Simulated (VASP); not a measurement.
**Ta3B2N: relaxation of cell and atoms with PBE**

Crystal: Ta3B2N.

```xyz
6
Lattice="3.0203 0.0000 0.0000 0.0000 3.0203 0.0000 0.0000 0.0000 8.7135" Properties=species:S:1:pos:R:3 pbc="T T T"
Ta    0.0000    0.0000    1.9630
Ta    0.0000    0.0000    6.7505
Ta    1.5101    1.5101    4.3568
B     0.0000    0.0000    4.3568
B     1.5101    1.5101    0.0000
N     0.0000    0.0000    0.0000
```

The cell was generated, and may not be a known phase.

```
Program                : VASP 6.6.1
Task                   : relaxation of cell and atoms
Functional             : PBE
Potentials or basis    : VASP PAW PBE potentials, release 64 (Ta_pv, B, N)
Cutoff                 : 600 eV
k mesh                 : 12 × 12 × 6
Occupations            : gaussian, width 0.1 eV
Spin                   : no spin polarisation
Dipole correction      : no
Further INCAR settings : ALGO = Normal; EDIFF = 1e-06; IBRION = 2; EDIFFG = -0.01; NSW = 100; ISIF = 3
```

```
Relaxed volume                        : 13.26 Å³/atom
Relaxed cell                          : a = 3.021 Å, b = 3.021 Å, c = 8.715 Å, α = 90.00°, β = 90.00°, γ = 90.00°
Space group after relaxing (to 0.1 Å) : P4/mmm (No. 123)
Energy gained by relaxing             : 0.5 meV/atom
Ionic steps                           : 7
Pressure after relaxing               : 0.0 GPa
Largest force after relaxing          : 0.004 eV/Å
Band gap on the k mesh                : zero (bands 22 and 23 overlap by 1.83 eV)
```

Forces in eV/Å, atoms in the order of the input:
```
Ta   0.000  0.000 -0.004
Ta   0.000  0.000  0.004
Ta   0.000  0.000  0.000
B    0.000  0.000  0.000
B    0.000  0.000  0.000
N    0.000  0.000  0.000
```

Step by step:
```csv
step,energy change (eV),largest force (eV/Å),pressure (GPa),volume (Å³)
1,0.0000,0.2789,0.49,79.49
2,0.0000,0.1291,-1.32,79.95
3,-0.0024,0.0703,-0.44,79.72
4,-0.0030,0.0225,0.24,79.43
5,-0.0031,0.0014,0.07,79.51
6,-0.0031,0.0030,0.07,79.51
7,-0.0031,0.0037,-0.03,79.56
```

Final structure:
```
Ta B N
1.0
     3.02139    0.00000    0.00000
     0.00000    3.02139    0.00000
     0.00000    0.00000    8.71480
Ta B N
3 2 1
Direct
  0.00000 0.00000 0.22657
  0.00000 0.00000 0.77343
  0.50000 0.50000 0.50000
  0.00000 0.00000 0.50000
  0.50000 0.50000 0.00000
  0.00000 0.00000 0.00000
```

Levels at points of the mesh, in eV from the Fermi level:
```
           k point  band 19  band 20  band 21  band 22  band 23  band 24  band 25  band 26
(0.00, 0.00, 0.00)    -2.31    -1.94    -1.25     1.01     1.01     1.84     1.84     1.92
(0.50, 0.00, 0.00)    -2.69    -1.76    -1.55    -0.89     0.77     1.05     1.82     2.41
(0.50, 0.50, 0.00)    -1.66    -1.59    -1.59     0.09     1.50     1.50     2.96     3.23
(0.00, 0.00, 0.50)    -2.06    -1.16    -0.40    -0.25     1.21     1.21     1.56     1.56
(0.50, 0.00, 0.50)    -2.38    -2.29    -1.49    -1.14     0.54     1.49     1.76     2.62
(0.50, 0.50, 0.50)    -2.07    -2.07    -1.05    -0.85     1.31     1.31     1.43     3.97
```

Run time: 9.2 min on 1 thread of AMD EPYC 9R14 (Zen 4), on a shared host, peak memory 0.37 GiB.

Caveat: spin-orbit coupling is left out, which moves the levels of the heavy elements.
